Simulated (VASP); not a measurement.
**MgCd3O: single point with PBE**

The system is MgCd3O.

```xyz
5
Lattice="4.7012 0.0000 0.0000 0.0000 4.7012 0.0000 0.0000 0.0000 4.7012" Properties=species:S:1:pos:R:3 pbc="T T T"
Mg    0.0000    0.0000    0.0000
Cd    0.0000    2.3506    2.3506
Cd    2.3506    0.0000    2.3506
Cd    2.3506    2.3506    0.0000
O     2.3506    2.3506    2.3506
```

* Program: VASP 6.6.1
* Task: single point
* Functional: PBE
* Potentials or basis: VASP PAW PBE potentials, release 64 (Mg, Cd, O)
* Cutoff: 600 eV
* k mesh: 8 × 8 × 8
* Occupations: gaussian, width 0.1 eV
* Spin: no spin polarisation

```
Pressure               : 0.3 GPa
Band gap on the k mesh : zero (band 22 reaches 3.49 eV, above the bottom of band 23 at 1.78 eV)
```

Levels at points of the mesh, in eV from the Fermi level:
```tsv
k point	band 20	band 21	band 22	band 23	band 24	band 25
(0.00, 0.00, 0.00)	-4.61	0.21	0.21	1.09	1.09	1.09
(0.50, 0.00, 0.00)	-4.11	-1.68	1.13	1.94	1.94	2.54
(0.50, 0.50, 0.00)	-3.02	-2.00	-0.42	-0.42	3.29	3.29
(0.50, 0.50, 0.50)	-1.78	-1.78	-1.78	-0.29	1.26	1.26
```

Run time: 2.2 min on 1 thread of AMD EPYC 9R45 (Zen 5) (shared host), peak memory 0.27 GiB.
